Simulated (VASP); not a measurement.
A run of VASP 6.6.1 is set up as follows.

File INCAR:

```
PREC = Accurate
ENCUT = 520
EDIFF = 1E-7
ISMEAR = -1
SIGMA = 0.05
LREAL = F
LASPH = T
NELM = 150
ALGO = Normal
ISIF = 2
LWAVE = F
LCHARG = T
ISPIN = 2
MAGMOM = 3 3
LORBIT = 11
NUPDOWN = 6.0
LMAXMIX = 4
GGA = PS
LELF = T
LVHAR = T
NBANDS = 23
```

The input KPOINTS:

```
regular mesh
0
Gamma
  9 9 5
```

The input POSCAR:

```
Cr
1.0
    2.7140000000      0.0000000000      0.0000000000
   -1.3570000000      2.3503929459      0.0000000000
    0.0000000000      0.0000000000      4.4100000000
Cr
2
Direct
    0.6666666667      0.3333333333      0.7500000000
    0.3333333333      0.6666666667      0.2500000000
```

Potentials or basis: VASP PAW PBE potentials, release 64 (Cr_pv).

Command:

```sh
$ cat potpaw_PBE.64/Cr_pv/POTCAR > POTCAR
$ mpirun -np 1 vasp_std > vasp.out
```

(1) Predict the pressure.

Answers

(1) 0.7 GPa.

Caveat: the PAW data sets were made with another functional, which shifts forces and pressure a little; the total moment is fixed, so each spin has its own Fermi level and the state may be an excited one.
